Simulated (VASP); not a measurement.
# Bi (Im-3m) in VASP: a series of runs, part 2 of 2

VASP 6.6.1.

## (3) Density of states, PBEsol

This run uses another cell than the first one, of 29.99 Å³/atom, 2.000 times its volume.

Input file POSCAR:

```
Bi
1.0
   -1.9572520238      1.9572520238      1.9572520238
    1.9572520238     -1.9572520238      1.9572520238
    1.9572520238      1.9572520238     -1.9572520238
Bi
1
Direct
    0.0000000000      0.0000000000      0.0000000000
```

Input file INCAR.step1:

```
  PREC = Accurate
  ENCUT = 520
  EDIFF = 1E-6
  ISMEAR = -1
  SIGMA = 0.08
  LREAL = F
  LASPH = T
  NELM = 80
  ALGO = Normal
  ISIF = 2
  LWAVE = F
  LCHARG = T
  GGA = PS
  NBANDS = 14
```

Input file KPOINTS.step1:

```
Automatic mesh
0
Gamma
  15 15 15
```

Input file INCAR.step2:

```
  PREC = Accurate
  ENCUT = 520
  EDIFF = 1E-6
  ISMEAR = -5
  SIGMA = 0.08
  LREAL = F
  LASPH = T
  NELM = 80
  ALGO = Normal
  ISIF = 2
  LWAVE = F
  LCHARG = F
  GGA = PS
  LORBIT = 11
  NBANDS = 14
  NEDOS = 2001
  ICHARG = 11
```

Input file KPOINTS.step2:

```
Automatic mesh
0
Gamma
  23 23 23
```

Potentials or basis: VASP PAW PBE potentials, release 64 (Bi_d).

On the command line:

```console
$ cat potpaw_PBE.64/Bi_d/POTCAR > POTCAR
$ cp INCAR.step1 INCAR
$ cp KPOINTS.step1 KPOINTS
$ mpirun -np 1 vasp_std > vasp.out
$ cp INCAR.step2 INCAR
$ cp KPOINTS.step2 KPOINTS
$ mpirun -np 1 vasp_std > vasp.out
```

OUTCAR:

```text
PREC = Accurate
   ENCUT = 520
   EDIFF = 1E-6
   ISMEAR = -5
   LREAL = F
   LASPH = T
   NELM = 80
   ISIF = 2
   GGA = PS
   LORBIT = 11
   ICHARG = 11

 ion  position               nearest neighbor table
   1  0.000  0.000  0.000-

  LATTYP: Found a body centered cubic cell.
 ALAT       =     3.9145040476

  Lattice vectors:

 A1 = (  -1.9572520238,   1.9572520238,   1.9572520238)
 A2 = (   1.9572520238,  -1.9572520238,   1.9572520238)
 A3 = (   1.9572520238,   1.9572520238,  -1.9572520238)

Analysis of symmetry for initial positions (statically):
=====================================================================
 Subroutine PRICEL returns:
 Original cell was already a primitive cell.

 Routine SETGRP: Setting up the symmetry group for a
 body centered cubic supercell.

 Subroutine GETGRP returns: Found 48 space group operations
 (whereof 48 operations were pure point group operations)
 out of a pool of 48 trial point group operations.

The static configuration has the point symmetry O_h .

Analysis of symmetry for dynamics (positions and initial velocities):
=====================================================================
 Subroutine PRICEL returns:
 Original cell was already a primitive cell.

 Routine SETGRP: Setting up the symmetry group for a
 body centered cubic supercell.

 Subroutine GETGRP returns: Found 48 space group operations
 (whereof 48 operations were pure point group operations)
 out of a pool of 48 trial point group operations.

The dynamic configuration has the point symmetry O_h .

 Subroutine INISYM returns: Found 48 space group operations
 (whereof 48 operations are pure point group operations),
 and found     1 'primitive' translations

----------------------------------------------------------------------------------------

                                     Primitive cell
[... 115 lines left out ...]
   LORBIT       =     11    0 simple, 1 ext, 2 COOP (PROOUT), +10 PAW based schemes
   GGA     = PS    functional components
   LHFCALC =     F    Hartree Fock is set to
   AEXX    =    0.0000 exact exchange contribution
   IVDW    =     0    specifies the selected vdW correction
   LEPSILON=     F    determine dielectric tensor
   LRPA    =     F    only Hartree local field effects (RPA)
 non-spin polarized calculation
 Fermi weights with tetrahedron method with Bloechl corrections
  energy-cutoff  :      520.00
  volume of cell :       29.99
 maximum number of plane-waves:       821
 NGX is ok and might be reduce to    28

 number of electron      15.0000000 magnetization

 Free energy of the ion-electron system (eV)
  ---------------------------------------------------
  ext. energy  EPLUGINS =         0.00000000
  ---------------------------------------------------
  free energy    TOTEN  =        -4.21964260 eV

  energy without entropy =       -4.21964260  energy(sigma->0) =       -4.21964260

 E-fermi :   8.2059     XC(G=0): -10.6171

 val. band max:        8.1955381575   @ k =  -0.1739   0.2609   0.0435
 cond. band min:       8.0323403961   @ k =   0.1739   0.1739   0.1739
 fundamental gap:     -0.1631977614
 Fermi energy:         8.2058863859

 k-point     1 :       0.0000    0.0000    0.0000
  band No.  band energies     occupation
      1     -14.7695      2.00000
      2     -14.7695      2.00000
      3     -14.7695      2.00000
      4     -14.6217      2.00000
      5     -14.6217      2.00000
      6      -5.5822      2.00000
      7      13.5996      0.00000
      8      13.5996      0.00000
      9      13.5996      0.00000
     10      17.7988      0.00000
     11      18.6971      0.00000
     12      18.6971      0.00000
     13      18.6971      0.00000
     14      20.1450      0.00000
[... 377 lines left out ...]
      1     -14.7733      2.00000
      2     -14.7614      2.00000
      3     -14.7193      2.00000
      4     -14.6322      2.00000
      5     -14.6235      2.00000
      6      -5.1515      2.00000
      7      10.4757      0.00000
      8      12.3712      0.00000
      9      12.9604      0.00000
     10      17.2077      0.00000
     11      17.2214      0.00000
     12      18.6758      0.00000
     13      19.5744      0.00000
     14      21.0523      0.00000

 [... further k-points ...]
[... 5 lines left out ...]
  --------------------------------------------------------------------------------------
  -------------------------------------------------------------------------------------
  Total        0.0341179      0.0341179      0.0341179     -0.0000000      0.0000000     -0.0000000
  in kB        1.8226075      1.8226075      1.8226075     -0.0000000      0.0000000     -0.0000000
  external PRESSURE =       1.8226075 kB  Pullay stress =       0.0000000 kB

 VOLUME and BASIS-vectors are now :
 -----------------------------------------------------------------------------
  energy-cutoff  :      520.00
  volume of cell :       29.99
      direct lattice vectors                 reciprocal lattice vectors
    -1.957252024  1.957252024  1.957252024     0.000000000  0.255460203  0.255460203
     1.957252024 -1.957252024  1.957252024     0.255460203  0.000000000  0.255460203
     1.957252024  1.957252024 -1.957252024     0.255460203  0.255460203  0.000000000

 POSITION                                       TOTAL-FORCE (eV/Angst)
 -----------------------------------------------------------------------------------
      0.00000      0.00000      0.00000        -0.000000      0.000000     -0.000000
 -----------------------------------------------------------------------------------
    total drift:                               -0.000000     -0.000000      0.000000

  FREE ENERGIE OF THE ION-ELECTRON SYSTEM (eV)
  ---------------------------------------------------
  free  energy   TOTEN  =        -4.2196425975 eV

  energy  without entropy=       -4.2196425975  energy(sigma->0) =       -4.21964260

 total charge

# of ion       s       p       d       tot
------------------------------------------
    1        1.547   1.274   9.924  12.745
```

Run time: 2.3 min. Hardware: 1 thread of Intel Xeon 6975P-C, shared host; peak memory 0.27 GiB.

What came out:

```
Valence electrons inside the program's atomic spheres : Bi 12.74
```

Levels at points of the mesh, in eV from the Fermi level:
```csv
k point,band 3,band 4,band 5,band 6,band 7,band 8,band 9,band 10,band 11,band 12
"(0.00, 0.00, 0.00)",-22.98,-22.83,-22.83,-13.79,5.39,5.39,5.39,9.59,10.49,10.49
```

Caveat: the PAW data sets were made with another functional, which shifts forces and pressure a little; spin-orbit coupling is left out, which moves the levels of the heavy elements; tetrahedron occupations give inexact forces and stress in metals.
